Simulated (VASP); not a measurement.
Set up this calculation in VASP 6.6.1, as the native input.

* Task: relaxation of cell and atoms
* Functional: PBEsol
* Potentials or basis: VASP PAW PBE potentials, release 64 (Ga_d)
* Cutoff: 600 eV
* k mesh: 16 × 16 × 16
* Occupations: fermi-dirac, width 0.1 eV
* Spin: no spin polarisation
* Target pressure: -0.12 GPa
* Dipole correction: no
* Further INCAR settings: ALGO = Normal; EDIFF = 1e-06; IBRION = 2; EDIFFG = -0.005; NSW = 32; ISIF = 3

The structure of Ga lies in POSCAR:

```
Ga
1.0
   -1.6519174394      1.6519174394      1.6519174394
    1.6519174394     -1.6519174394      1.6519174394
    1.6519174394      1.6519174394     -1.6519174394
Ga
1
Direct
    0.0000000000      0.0000000000      0.0000000000
```

These files were run (other wordings do the same):

INCAR

```
ALGO = Normal
EDIFF = 1E-6
EDIFFG = -0.005
ENCUT = 600
GGA = PS
IBRION = 2
ISIF = 3
ISMEAR = -1
LASPH = T
LCHARG = F
LREAL = F
LWAVE = F
NELM = 80
NSW = 32
PREC = Accurate
PSTRESS = -1.2
SIGMA = 0.1
```

KPOINTS

```
k-points
0
Gamma
  16 16 16
```

Potentials or basis: VASP PAW PBE potentials, release 64 (Ga_d).

Command:

```bash
$ cat potpaw_PBE.64/Ga_d/POTCAR > POTCAR
$ mpirun -np 1 vasp_std > vasp.out
```

It gave:

```json
{
 "Pressure after relaxing": "-0.1 GPa"
}
```

Caveat: the relaxation stopped at its first step, so nothing moved; the cell is relaxed towards a set pressure, so the enthalpy falls and the energy may rise; the PAW data sets were made with another functional, which shifts forces and pressure a little.

Wall time 6.4 s on 1 thread of Intel(R) Xeon(R) 6975P-C (Granite Rapids), with other jobs on the host, peak memory 0.16 GiB.
